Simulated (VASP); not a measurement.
# MoS2 (R3m) in VASP: notebook, part 2 of 2

VASP 6.6.1. The steps go on from the part before.

### 3 Single point, PBE

Contents of INCAR:

```
SYSTEM = MoS2
PREC = Accurate ; ENCUT = 520
EDIFF = 1E-6 ; ISMEAR = 0
SIGMA = 0.1 ; LREAL = .FALSE.
LASPH = .TRUE. ; NELM = 60
ALGO = Normal ; ISIF = 2
LWAVE = .FALSE. ; LCHARG = .TRUE.
GGA = PE ; LELF = .TRUE.
LVHAR = .TRUE. ; NBANDS = 20
```

Contents of KPOINTS:

```
Automatic mesh
0
G
  10 10 10
  0 0 0
```

Contents of POSCAR:

```
MoS2
1.0
    1.5800000000      0.9122100000      6.1500000000
   -1.5800000000      0.9122100000      6.1500000000
    0.0000000000     -1.8244300000      6.1500000000
Mo S
1 2
Direct
    0.0000000000      0.0000000000      0.0000000000
    0.2500000000      0.2500000000      0.2500000000
    0.4170000000      0.4170000000      0.4170000000
```

Potentials or basis: VASP PAW PBE potentials, release 64 (Mo_sv, S).

On the command line:

```sh
$ cat potpaw_PBE.64/Mo_sv/POTCAR potpaw_PBE.64/S/POTCAR > POTCAR
$ mpirun -np 1 vasp_std > vasp.out
```

OUTCAR:

```text
SYSTEM = MoS2
   PREC = Accurate
   ENCUT = 520
   EDIFF = 1E-6
   ISMEAR = 0
   LREAL = .FALSE.
   LASPH = .TRUE.
   NELM = 60
   ISIF = 2
   GGA = PE

 ion  position               nearest neighbor table
   1  0.000  0.000  0.000-   2 2.39   2 2.39   2 2.39   3 2.39   3 2.39   3 2.39
   2  0.250  0.250  0.250-   1 2.39   1 2.39   1 2.39
   3  0.417  0.417  0.417-   1 2.39   1 2.39   1 2.39

  LATTYP: Found a trigonal (rhomboedric) cell.
 ALAT       =     6.4149066310
 COS(alpha) =     0.8786713151

  Lattice vectors:

 A1 = (   1.5800000000,   0.9122100000,   6.1500000000)
 A2 = (  -1.5800000000,   0.9122100000,   6.1500000000)
 A3 = (   0.0000000000,  -1.8244300000,   6.1500000000)

Analysis of symmetry for initial positions (statically):
=====================================================================
 Subroutine PRICEL returns:
 Original cell was already a primitive cell.

 Routine SETGRP: Setting up the symmetry group for a
 trigonal (rhombohedral) supercell.

 Subroutine GETGRP returns: Found  6 space group operations
 (whereof  6 operations were pure point group operations)
 out of a pool of 12 trial point group operations.

The static configuration has the point symmetry C_3v.

Analysis of symmetry for dynamics (positions and initial velocities):
=====================================================================
 Subroutine PRICEL returns:
 Original cell was already a primitive cell.

 Routine SETGRP: Setting up the symmetry group for a
 trigonal (rhombohedral) supercell.

 Subroutine GETGRP returns: Found  6 space group operations
 (whereof  6 operations were pure point group operations)
 out of a pool of 12 trial point group operations.

The dynamic configuration has the point symmetry C_3v.

 Subroutine INISYM returns: Found  6 space group operations
 (whereof  6 operations are pure point group operations),
 and found     1 'primitive' translations

----------------------------------------------------------------------------------------

                                     Primitive cell

  volume of cell :      53.1839

  direct lattice vectors                    reciprocal lattice vectors
     1.580000000  0.912210000  6.150000000     0.316455696  0.182705800  0.054200641
    -1.580000000  0.912210000  6.150000000    -0.316455696  0.182705800  0.054200641
     0.000000000 -1.824430000  6.150000000     0.000000000 -0.365411600  0.054200344

  length of vectors
     6.414906631  6.414906631  6.414908014     0.369409429  0.369409429  0.369409413

  position of ions in fractional coordinates (direct lattice)
     0.000000000  0.000000000  0.000000000
     0.250000000  0.250000000  0.250000000
     0.417000000  0.417000000  0.417000000

  ion indices of the primitive-cell ions
   primitive index   ion index
                 1           1
                 2           2
                 3           3

----------------------------------------------------------------------------------------

 KPOINTS: Automatic mesh

Automatic generation of k-mesh.
 Grid dimensions read from file:
 generate k-points for:   10   10   10

 Generating k-lattice:

  Cartesian coordinates                     Fractional coordinates (reciprocal lattice)
     0.031645570  0.018270580  0.005420064     0.100000000  0.000000000  0.000000000
    -0.031645570  0.018270580  0.005420064     0.000000000  0.100000000  0.000000000
     0.000000000 -0.036541160  0.005420034    -0.000000000 -0.000000000  0.100000000

  Length of vectors
     0.036940943  0.036940943  0.036940941

  Shift w.r.t. Gamma in fractional coordinates (k-lattice)
     0.000000000  0.000000000  0.000000000

 Subroutine IBZKPT returns following result:
 ===========================================

 Found    116 irreducible k-points:

 Following reciprocal coordinates:
            Coordinates               Weight
  0.000000  0.000000  0.000000      1.000000
  0.100000  0.000000 -0.000000      6.000000
  0.200000  0.000000 -0.000000      6.000000
  0.300000  0.000000  0.000000      6.000000
  0.400000  0.000000  0.000000      6.000000
  0.500000  0.000000 -0.000000      3.000000
[... 16 lines left out ...]
  0.300000  0.300000  0.000000      6.000000
  0.400000  0.300000 -0.000000     12.000000
 [... further k-points ...]
   k-points           NKPTS =    116   k-points in BZ     NKDIM =    116   number of bands    NBANDS=     20
   number of dos      NEDOS =    301   number of ions     NIONS =      3
   total plane-waves  NPLWV = 110592
   dimension x,y,z NGX =    48 NGY =   48 NGZ =   48
   dimension x,y,z NGXF=    96 NGYF=   96 NGZF=   96
   ions per type =               1   2
   NGX,Y,Z   is equivalent  to a cutoff of  12.44, 12.44, 12.44 a.u.
   NGXF,Y,Z  is equivalent  to a cutoff of  24.88, 24.88, 24.88 a.u.
 SYSTEM =  MoS2
   PREC   = accura    normal or accurate (medium, high low for compatibility)
   ISTART =      0    job   : 0-new  1-cont  2-samecut
   ICHARG =      2    charge: 1-file 2-atom 10-const
   ISPIN  =      1    spin polarized calculation?
   LNONCOLLINEAR =      F non collinear calculations
   LSORBIT =      F    spin-orbit coupling
   LASPH  =      T    aspherical Exc in radial PAW
   ENCUT  =  520.0 eV  38.22 Ry    6.18 a.u.  11.93 11.93 11.93*2*pi/ulx,y,z
   NELM   =     60;   NELMIN=  2; NELMDL= -5     # of ELM steps
   EDIFF  = 0.1E-05   stopping-criterion for ELM
   LREAL  =      F    real-space projection
   EDIFFG = 0.1E-04   stopping-criterion for IOM
   NSW    =      0    number of steps for IOM
   IBRION =     -1    ionic relax: 0-MD 1-quasi-New 2-CG
   NFREE  =      0    steps in history (QN), initial steepest desc. (CG)
   ISIF   =      2    stress and relaxation
   ISYM   =      2    0-nonsym 1-usesym 2-fastsym
   POTIM  = 0.5000    time-step for ionic-motion
   TEBEG  =    0.0;   TEEND  =   0.0 temperature during run
   PSTRESS=    0.0 pullay stress
   NELECT =      26.0000    total number of electrons
   NUPDOWN=      -1.0000    fix difference up-down
   EMIN   =  10.00;   EMAX   =-10.00  energy-range for DOS
   EFERMI =   0.00;   METHOD = LEGACY
   ISMEAR =     0;   SIGMA  =   0.10  broadening in eV -4-tet -1-fermi 0-gaus
   EFERMI_NEDOS =   21; number of points for ismear=-14 and -15
   IALGO  =     38    algorithm
   IMIX   =      4    mixing-type and parameters
     AMIX     =   0.40;   BMIX     =  1.00
     AMIX_MAG =   1.60;   BMIX_MAG =  1.00
  volume/ion in A,a.u.               =      17.73       119.63
  Fermi-wavevector in a.u.,A,eV,Ry     =   1.289652  2.437090 22.629253  1.663203
  Thomas-Fermi vector in A             =   2.421532
   LORBIT       =      0    0 simple, 1 ext, 2 COOP (PROOUT), +10 PAW based schemes
   GGA     = PE    functional components
   LHFCALC =     F    Hartree Fock is set to
   AEXX    =    0.0000 exact exchange contribution
   IVDW    =     0    specifies the selected vdW correction
   LEPSILON=     F    determine dielectric tensor
   LRPA    =     F    only Hartree local field effects (RPA)
 non-spin polarized calculation
 Gauss-broadening in eV      SIGMA  =   0.10
  energy-cutoff  :      520.00
  volume of cell :       53.18
 maximum number of plane-waves:      1448
   NGX = 23   NGY = 23   NGZ = 23

 number of electron      25.9999998 magnetization

 Free energy of the ion-electron system (eV)
  ---------------------------------------------------
  ext. energy  EPLUGINS =         0.00000000
  ---------------------------------------------------
  free energy    TOTEN  =       -21.78967060 eV

  energy without entropy =      -21.78967060  energy(sigma->0) =      -21.78967060

 E-fermi :   8.1545     XC(G=0): -10.8262

 val. band max:        7.6560820952   @ k =   0.5000   0.5000   0.5000
 cond. band min:       8.6248316222   @ k =  -0.2000   0.2000   0.0000
 fundamental gap:      0.9687495270
 Fermi energy:         8.1544990683

 k-point     1 :       0.0000    0.0000    0.0000
  band No.  band energies     occupation
      1     -53.9099      2.00000
      2     -28.0756      2.00000
      3     -27.8482      2.00000
      4     -27.8482      2.00000
      5      -7.4610      2.00000
      6      -5.7412      2.00000
[... 12 lines left out ...]
     19      15.7986      0.00000
[... 513 lines left out ...]
      4     -27.9430      2.00000
      5      -5.8337      2.00000
      6      -5.3401      2.00000
[... 12 lines left out ...]
     19      15.3357      0.00000
     20      16.2419      0.00000

 [... further k-points ...]

------------------------ aborting loop because EDIFF is reached ----------------------------------------

  FORCE on cell =-STRESS in cart. coord.  units (eV):
  Direction    XX          YY          ZZ          XY          YZ          ZX
  --------------------------------------------------------------------------------------
  -------------------------------------------------------------------------------------
  Total        1.4719819      1.4719816      2.2479486      0.0000000     -0.0000012      0.0000000
  in kB       44.3438280     44.3438191     67.7200232      0.0000000     -0.0000367      0.0000000
  external PRESSURE =      52.1358901 kB  Pullay stress =       0.0000000 kB

 VOLUME and BASIS-vectors are now :
 -----------------------------------------------------------------------------
  energy-cutoff  :      520.00
  volume of cell :       53.18
      direct lattice vectors                 reciprocal lattice vectors
     1.580000000  0.912210000  6.150000000     0.316455696  0.182705800  0.054200641
    -1.580000000  0.912210000  6.150000000    -0.316455696  0.182705800  0.054200641
     0.000000000 -1.824430000  6.150000000     0.000000000 -0.365411600  0.054200344

 POSITION                                       TOTAL-FORCE (eV/Angst)
 -----------------------------------------------------------------------------------
      0.00000      0.00000      0.00000         0.000000     -0.000000      0.086602
      0.00000     -0.00000      4.61250         0.000000      0.000000     -0.506078
      0.00000     -0.00000      7.69365         0.000000     -0.000000      0.419476
 -----------------------------------------------------------------------------------
    total drift:                                0.000000     -0.000003      0.000069

  FREE ENERGIE OF THE ION-ELECTRON SYSTEM (eV)
  ---------------------------------------------------
  free  energy   TOTEN  =       -21.7896705992 eV

  energy  without entropy=      -21.7896705992  energy(sigma->0) =      -21.78967060
```

Run time: 4.5 min. Hardware: 1 thread of AMD EPYC 7R13 (Zen 3), shared host; peak memory 0.35 GiB.

Results:

```
Free energy            : -21.7897 eV
Pressure               : 5.2 GPa
Largest force          : 0.506 eV/Å
Band gap on the k mesh : 0.97 eV (least direct gap 1.96 eV)
```

Forces on the atoms (eV/Å):
```
Mo   0.000  0.000  0.087
S    0.000  0.000 -0.506
S    0.000  0.000  0.419
```

Stress tensor (GPa, compression positive):
```
4.43 0.00 0.00
0.00 4.43 0.00
0.00 0.00 6.77
```

Caveat: the cell stands under pressure.
